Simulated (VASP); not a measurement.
# HgTe (I-4m2) in VASP: notebook

HgTe is run at these levels: r2SCAN0, PBE, PBEsol+D3(BJ); tasks: single point.

Everything below comes from runs of VASP 6.6.1. Logs are shortened: lines on timing, memory, paths and dates and some standing lists are left out, and cuts for length are marked.

## 1. The cell of the first run

Symmetry: I-4m2, No. 119, tetragonal system. The conventional cell has a = 5.967 Å, b = 5.967 Å, c = 3.055 Å, α = 90.00°, β = 90.00°, γ = 90.00°. Hg (site symmetry -4m2) has 2 Hg at 3.06 Å and 8 Te at 3.08 to 3.76 Å within 4.0 Å. Te (site symmetry -4m2) has 2 Te at 3.06 Å and 8 Hg at 3.08 to 3.76 Å within 4.0 Å.

## 2. Single point, r2SCAN0

Input file POSCAR:

```
HgTe
1.0
   -2.9834303915      2.9834303915      1.5275763738
    2.9834303915     -2.9834303915      1.5275763738
    2.9834303915      2.9834303915     -1.5275763738
Hg Te
1 1
Direct
    0.7500000000      0.2500000000      0.5000000000
    0.0000000000      0.0000000000      0.0000000000
```

Input file INCAR.step1:

```
  ALGO = Normal
  EDIFF = 1E-5
  ENCUT = 440
  GGA = PE
  GGA_COMPAT = False
  ISIF = 2
  ISMEAR = -1
  LASPH = True
  LREAL = False
  LWAVE = True
  NBANDS = 16
  NELM = 120
  PREC = Accurate
  SIGMA = 0.05
```

Input file INCAR.step2:

```
  AEXX = 0.25
  ALGO = Normal
  EDIFF = 1E-6
  ENCUT = 440
  GGA_COMPAT = False
  ISIF = 2
  ISMEAR = -1
  ISTART = 1
  LASPH = True
  LCHARG = True
  LELF = True
  LHFCALC = True
  LMIXTAU = True
  LREAL = False
  LVHAR = True
  LWAVE = False
  METAGGA = R2SCAN
  NBANDS = 16
  NELM = 120
  PREC = Accurate
  PRECFOCK = Normal
  SIGMA = 0.05
```

Input file KPOINTS:

```
k-points
0
Gamma
  5 5 5
```

Potentials or basis: VASP PAW PBE potentials, release 64 (Hg, Te).

Command:

```sh
$ cat potpaw_PBE.64/Hg/POTCAR potpaw_PBE.64/Te/POTCAR > POTCAR
$ cp INCAR.step1 INCAR
$ mpirun -np 1 vasp_std > vasp.out
$ cp INCAR.step2 INCAR
$ mpirun -np 1 vasp_std > vasp.out
```

OUTCAR:

```text
AEXX = 0.25
   EDIFF = 1E-6
   ENCUT = 440
   ISIF = 2
   ISMEAR = -1
   ISTART = 1
   LASPH = True
   LHFCALC = True
   LREAL = False
   METAGGA = R2SCAN
   NELM = 120
   PREC = Accurate
   PRECFOCK = Normal

 ion  position               nearest neighbor table
   1  0.750  0.250  0.500-   2 3.08   2 3.08   2 3.08   2 3.08   2 3.76   2 3.76   2 3.76   2 3.76

   2  0.000  0.000  0.000-   1 3.08   1 3.08   1 3.08   1 3.08   1 3.76   1 3.76   1 3.76   1 3.76

  LATTYP: Found a body centered tetragonal cell.
 ALAT       =     5.9668607830
 C/A-ratio  =     0.5120201156

  Lattice vectors:

 A1 = (  -2.9834303915,   2.9834303915,   1.5275763738)
 A2 = (   2.9834303915,  -2.9834303915,   1.5275763738)
 A3 = (   2.9834303915,   2.9834303915,  -1.5275763738)

Analysis of symmetry for initial positions (statically):
=====================================================================
 Subroutine PRICEL returns:
 Original cell was already a primitive cell.

 Routine SETGRP: Setting up the symmetry group for a
 body centered tetragonal supercell.

 Subroutine GETGRP returns: Found  8 space group operations
 (whereof  8 operations were pure point group operations)
 out of a pool of 16 trial point group operations.

The static configuration has the point symmetry D_2d.

Analysis of symmetry for dynamics (positions and initial velocities):
=====================================================================
 Subroutine PRICEL returns:
 Original cell was already a primitive cell.

 Routine SETGRP: Setting up the symmetry group for a
 body centered tetragonal supercell.

 Subroutine GETGRP returns: Found  8 space group operations
 (whereof  8 operations were pure point group operations)
 out of a pool of 16 trial point group operations.

The dynamic configuration has the point symmetry D_2d.

 Subroutine INISYM returns: Found  8 space group operations
 (whereof  8 operations are pure point group operations),
 and found     1 'primitive' translations

----------------------------------------------------------------------------------------

                                     Primitive cell

  volume of cell :      54.3870

  direct lattice vectors                    reciprocal lattice vectors
    -2.983430391  2.983430391  1.527576374     0.000000000  0.167592313  0.327315877
     2.983430391 -2.983430391  1.527576374     0.167592313  0.000000000  0.327315877
     2.983430391  2.983430391 -1.527576374     0.167592313  0.167592313  0.000000000

  length of vectors
     4.487226691  4.487226691  4.487226691     0.367726619  0.367726619  0.237011322

  position of ions in fractional coordinates (direct lattice)
     0.750000000  0.250000000  0.500000000
     0.000000000  0.000000000  0.000000000

  ion indices of the primitive-cell ions
   primitive index   ion index
                 1           1
                 2           2

----------------------------------------------------------------------------------------

 KPOINTS: k-points

Automatic generation of k-mesh.
 Grid dimensions read from file:
 generate k-points for:    5    5    5

 Generating k-lattice:

  Cartesian coordinates                     Fractional coordinates (reciprocal lattice)
     0.000000000  0.033518463  0.065463175     0.200000000 -0.000000000  0.000000000
     0.033518463  0.000000000  0.065463175    -0.000000000  0.200000000  0.000000000
     0.033518463  0.033518463  0.000000000     0.000000000  0.000000000  0.200000000

  Length of vectors
     0.073545324  0.073545324  0.047402264

  Shift w.r.t. Gamma in fractional coordinates (k-lattice)
     0.000000000  0.000000000  0.000000000

 Subroutine IBZKPT returns following result:
 ===========================================

 Found     18 irreducible k-points:

 Following reciprocal coordinates:
            Coordinates               Weight
  0.000000  0.000000  0.000000      1.000000
  0.200000 -0.000000  0.000000      8.000000
  0.400000  0.000000  0.000000      8.000000
  0.200000  0.200000  0.000000      8.000000
  0.400000  0.200000  0.000000     16.000000
 -0.400000  0.200000 -0.000000     16.000000
[... 10 lines left out ...]
 -0.400000  0.400000  0.400000      4.000000
 -0.400000 -0.400000  0.400000      2.000000
   k-points           NKPTS =     18   k-points in BZ     NKDIM =    125   number of bands    NBANDS=     16
   number of dos      NEDOS =    301   number of ions     NIONS =      2
   total plane-waves  NPLWV =  32768
   dimension x,y,z NGX =    32 NGY =   32 NGZ =   32
   dimension x,y,z NGXF=    64 NGYF=   64 NGZF=   64
   ions per type =               1   1
   NGX,Y,Z   is equivalent  to a cutoff of  11.86, 11.86, 11.86 a.u.
   NGXF,Y,Z  is equivalent  to a cutoff of  23.71, 23.71, 23.71 a.u.
 SYSTEM =  unknown system
   PREC   = accura    normal or accurate (medium, high low for compatibility)
   ISTART =      1    job   : 0-new  1-cont  2-samecut
   ICHARG =      0    charge: 1-file 2-atom 10-const
   ISPIN  =      1    spin polarized calculation?
   LNONCOLLINEAR =      F non collinear calculations
   LSORBIT =      F    spin-orbit coupling
   LASPH  =      T    aspherical Exc in radial PAW
   ENCUT  =  440.0 eV  32.34 Ry    5.69 a.u.   7.67  7.67  7.67*2*pi/ulx,y,z
   NELM   =    120;   NELMIN=  2; NELMDL=  0     # of ELM steps
   EDIFF  = 0.1E-05   stopping-criterion for ELM
   LREAL  =      F    real-space projection
   EDIFFG = 0.1E-04   stopping-criterion for IOM
   NSW    =      0    number of steps for IOM
   IBRION =     -1    ionic relax: 0-MD 1-quasi-New 2-CG
   NFREE  =      0    steps in history (QN), initial steepest desc. (CG)
   ISIF   =      2    stress and relaxation
   ISYM   =      3    0-nonsym 1-usesym 2-fastsym
   POTIM  = 0.5000    time-step for ionic-motion
   TEBEG  =    0.0;   TEEND  =   0.0 temperature during run
   PSTRESS=    0.0 pullay stress
   NELECT =      18.0000    total number of electrons
   NUPDOWN=      -1.0000    fix difference up-down
   EMIN   =  10.00;   EMAX   =-10.00  energy-range for DOS
   EFERMI =   0.00;   METHOD = LEGACY
   ISMEAR =    -1;   SIGMA  =   0.05  broadening in eV -4-tet -1-fermi 0-gaus
   EFERMI_NEDOS =   21; number of points for ismear=-14 and -15
   IALGO  =     38    algorithm
   IMIX   =      1    mixing-type and parameters
     AMIX     =   0.40;   BMIX     =  1.00
     AMIX_MAG =   1.60;   BMIX_MAG =  1.00
  volume/ion in A,a.u.               =      27.19       183.51
  Fermi-wavevector in a.u.,A,eV,Ry     =   1.132402  2.139930 17.447227  1.282335
  Thomas-Fermi vector in A             =   2.269103
   LORBIT       =      0    0 simple, 1 ext, 2 COOP (PROOUT), +10 PAW based schemes
   METAGGA = R2SCAN    functional components
   LHFCALC =     T    Hartree Fock is set to
   PRECFOCK=normal    Normal, Fast or Accurate (Low or Medium for compatibility)
   ENCUT4O =  -1.0   cutoff for four orbital integrals eV
   NKREDX  =     1    reduce k-point grid by
   NKREDY  =     1    reduce k-point grid by
   NKREDZ  =     1    reduce k-point grid by
   AEXX    =    0.2500 exact exchange contribution
   HFSCREEN=    0.0000 screening length (either q_TF or 0.3 A-1)
   HFSCREENC=   0.0000 screening length for correlation (either q_TF or 0.3 A-1)
   ENCUTFOCK=  -1.0 apply spherical cutoff to Coloumb kernel
   IVDW    =     0    specifies the selected vdW correction
   LEPSILON=     F    determine dielectric tensor
   LRPA    =     F    only Hartree local field effects (RPA)
 non-spin polarized calculation
  energy-cutoff  :      440.00
  volume of cell :       54.39
 maximum number of plane-waves:      1153
  NGX = 24; NGY = 24; NGZ = 24

 number of electron      18.0000000 magnetization

 Free energy of the ion-electron system (eV)
  ---------------------------------------------------
  ext. energy  EPLUGINS =         0.00000000
  ---------------------------------------------------
  free energy    TOTEN  =       -58.54782480 eV

  energy without entropy =      -58.54061652  energy(sigma->0) =      -58.54422066

 E-fermi :   4.7574     XC(G=0):  -8.3437

 val. band max:        4.2892768803   @ k =  -0.4000  -0.4000   0.2000
 cond. band min:       4.8123098951   @ k =  -0.4000   0.2000  -0.0000
 fundamental gap:      0.5230330148
 Fermi energy:         4.7573874156

 k-point     1 :       0.0000    0.0000    0.0000
  band No.  band energies     occupation
      1     -10.2453      2.00000
      2      -4.8981      2.00000
      3      -4.0633      2.00000
      4      -3.9948      2.00000
      5      -3.4879      2.00000
      6      -3.4879      2.00000
[... 8 lines left out ...]
     15      16.5761      0.00000
     16      18.1195      0.00000

 k-point     2 :       0.2000   -0.0000    0.0000
  band No.  band energies     occupation
      1      -9.4783      2.00000
      2      -4.2579      2.00000
      3      -4.0456      2.00000
      4      -3.9942      2.00000
      5      -3.8082      2.00000
      6      -3.7953      2.00000
[... 8 lines left out ...]
     15      15.8017      0.00000
     16      15.9218      0.00000

 k-point     3 :       0.4000    0.0000    0.0000
  band No.  band energies     occupation
      1      -7.6097      2.00000
      2      -4.3552      2.00000
      3      -4.2083      2.00000
      4      -3.9943      2.00000
      5      -3.7664      2.00000
      6      -3.3346      2.00000
[... 8 lines left out ...]
     15      14.5479      0.00000
     16      18.3852      0.00000

 k-point     4 :       0.2000    0.2000    0.0000
  band No.  band energies     occupation
      1      -7.7091      2.00000
      2      -4.3720      2.00000
      3      -4.2670      2.00000
      4      -3.9953      2.00000
      5      -3.7907      2.00000
      6      -3.2154      2.00000
[... 8 lines left out ...]
     15      15.3610      0.00000
     16      15.8101      0.00000

 k-point     5 :       0.4000    0.2000    0.0000
  band No.  band energies     occupation
      1      -7.4345      2.00000
      2      -4.3890      2.00000
      3      -4.2210      2.00000
      4      -3.8096      2.00000
      5      -3.7441      2.00000
      6      -3.4675      2.00000
[... 8 lines left out ...]
     15      15.9414      0.00000
     16      16.7105      0.00000

 k-point     6 :      -0.4000    0.2000   -0.0000
  band No.  band energies     occupation
      1      -9.1571      2.00000
      2      -4.2992      2.00000
      3      -4.1744      2.00000
      4      -4.0132      2.00000
      5      -3.7899      2.00000
      6      -3.7088      2.00000
[... 8 lines left out ...]
     15      15.8696      0.00000
     16      18.0547      0.00000
[... 153 lines left out ...]
 k-point    15 :      -0.2000   -0.4000    0.2000
  band No.  band energies     occupation
      1      -7.4088      2.00000
      2      -4.3607      2.00000
      3      -4.3532      2.00000
      4      -3.7813      2.00000
      5      -3.7181      2.00000
      6      -3.2112      2.00000
[... 8 lines left out ...]
     15      17.3976      0.00000
     16      18.1065      0.00000

 k-point    16 :      -0.2000   -0.2000    0.2000
  band No.  band energies     occupation
      1      -7.8517      2.00000
      2      -4.3234      2.00000
      3      -4.3234      2.00000
      4      -4.0510      2.00000
      5      -3.8159      2.00000
      6      -3.1016      2.00000
[... 8 lines left out ...]
     15      17.7456      0.00000
     16      17.7456      0.00000

 k-point    17 :      -0.4000    0.4000    0.4000
  band No.  band energies     occupation
      1      -9.4841      2.00000
      2      -4.9369      2.00000
      3      -3.7914      2.00000
      4      -3.7107      2.00000
      5      -3.4529      2.00000
      6      -3.4154      2.00000
[... 8 lines left out ...]
     15      19.1925      0.00000
     16      20.2975      0.00000

 k-point    18 :      -0.4000   -0.4000    0.4000
  band No.  band energies     occupation
      1      -8.8441      2.00000
      2      -4.3349      2.00000
      3      -3.8778      2.00000
      4      -3.8778      2.00000
      5      -3.7097      2.00000
      6      -3.2733      2.00000
[... 8 lines left out ...]
     15      18.0661      0.00000
     16      18.2422      0.00000

------------------------ aborting loop because EDIFF is reached ----------------------------------------

  FORCE on cell =-STRESS in cart. coord.  units (eV):
  Direction    XX          YY          ZZ          XY          YZ          ZX
  --------------------------------------------------------------------------------------
  -------------------------------------------------------------------------------------
  Total       -0.4159560     -0.4159560      1.5612069      0.0000000      0.0000000      0.0000000
  in kB      -12.2535858    -12.2535858     45.9913666      0.0000000      0.0000000      0.0000000
  external PRESSURE =       7.1613983 kB  Pullay stress =       0.0000000 kB

 VOLUME and BASIS-vectors are now :
 -----------------------------------------------------------------------------
  energy-cutoff  :      440.00
  volume of cell :       54.39
      direct lattice vectors                 reciprocal lattice vectors
    -2.983430391  2.983430391  1.527576374     0.000000000  0.167592313  0.327315877
     2.983430391 -2.983430391  1.527576374     0.167592313  0.000000000  0.327315877
     2.983430391  2.983430391 -1.527576374     0.167592313  0.167592313  0.000000000

 POSITION                                       TOTAL-FORCE (eV/Angst)
 -----------------------------------------------------------------------------------
      0.00000      2.98343      0.76379        -0.000000     -0.000000      0.000000
      0.00000      0.00000      0.00000         0.000000      0.000000     -0.000000
 -----------------------------------------------------------------------------------
    total drift:                               -0.000000      0.000000     -0.000000

  FREE ENERGIE OF THE ION-ELECTRON SYSTEM (eV)
  ---------------------------------------------------
  free  energy   TOTEN  =       -58.5478247965 eV

  energy  without entropy=      -58.5406165244  energy(sigma->0) =      -58.54422066
```

Run time: 16 min. Hardware: 1 thread of Intel Xeon 6975P-C (Granite Rapids), shared host; peak memory 0.2 GiB.

Results:

```
Free energy            : -58.5478 eV
Pressure               : 0.7 GPa
Band gap on the k mesh : zero (bands 9 and 10 overlap by 2.49 eV)
```

Caveat: the k points lie up to 0.46 Å⁻¹ apart, too coarse for converged energies and pressures of a metal; the PAW data sets were made with another functional, which shifts forces and pressure a little; spin-orbit coupling is left out, which moves the levels of the heavy elements.

## 3. Single point, r2SCAN0

This run uses another cell than the first one, of 27.77 Å³/atom.

Input file POSCAR:

```
HgTe
1.0
   -3.0044411569      3.0044411569      1.5383343083
    3.0044411569     -3.0044411569      1.5383343083
    3.0044411569      3.0044411569     -1.5383343083
Hg Te
1 1
Direct
    0.7500000000      0.2500000000      0.5000000000
    0.0000000000      0.0000000000      0.0000000000
```

Input file INCAR.step1:

```
  PREC = Accurate
  ENCUT = 440
  EDIFF = 1E-5
  ISMEAR = -1
  SIGMA = 0.05
  LREAL = F
  LASPH = T
  NELM = 120
  ALGO = Normal
  ISIF = 2
  LWAVE = T
  LCHARG = F
  GGA = PE
  NBANDS = 16
  GGA_COMPAT = F
```

Input file INCAR.step2:

```
  PREC = Accurate
  ENCUT = 440
  EDIFF = 1E-6
  ISMEAR = -1
  SIGMA = 0.05
  LREAL = F
  LASPH = T
  NELM = 120
  ALGO = Normal
  ISIF = 2
  LWAVE = F
  LCHARG = F
  METAGGA = R2SCAN
  LHFCALC = T
  AEXX = 0.25
  LMIXTAU = T
  PRECFOCK = Normal
  ISTART = 1
  NBANDS = 16
  GGA_COMPAT = F
```

Input file KPOINTS:

```
regular mesh
0
Gamma
  5 5 5
```

Potentials or basis: VASP PAW PBE potentials, release 64 (Hg, Te).

Command:

```sh
$ cat potpaw_PBE.64/Hg/POTCAR potpaw_PBE.64/Te/POTCAR > POTCAR
$ cp INCAR.step1 INCAR
$ mpirun -np 1 vasp_std > vasp.out
$ cp INCAR.step2 INCAR
$ mpirun -np 1 vasp_std > vasp.out
```

Wall time 15 min (1 thread of Intel Xeon 6975P-C (Granite Rapids), shared host); peak memory 0.2 GiB.

It converged, with:

```yaml
Free_energy: -58.5490 eV
Pressure: -0.4 GPa
Band_gap_on_the_k_mesh: zero (bands 9 and 10 overlap by 2.45 eV)
```

Stress tensor (GPa, compression positive):
```
-2.24  0.00  0.00
 0.00 -2.24  0.00
 0.00  0.00  3.29
```

Levels at points of the mesh, in eV from the Fermi level:
```
           k point  band 6  band 7  band 8  band 9  band 10  band 11  band 12  band 13
(0.00, 0.00, 0.00)   -8.19   -3.91   -3.43   -3.43     4.88     5.68     8.61     8.61
```

Caveat: the k points lie up to 0.46 Å⁻¹ apart, too coarse for converged energies and pressures of a metal; the PAW data sets were made with another functional, which shifts forces and pressure a little; spin-orbit coupling is left out, which moves the levels of the heavy elements.

[end of part 1 of 2]
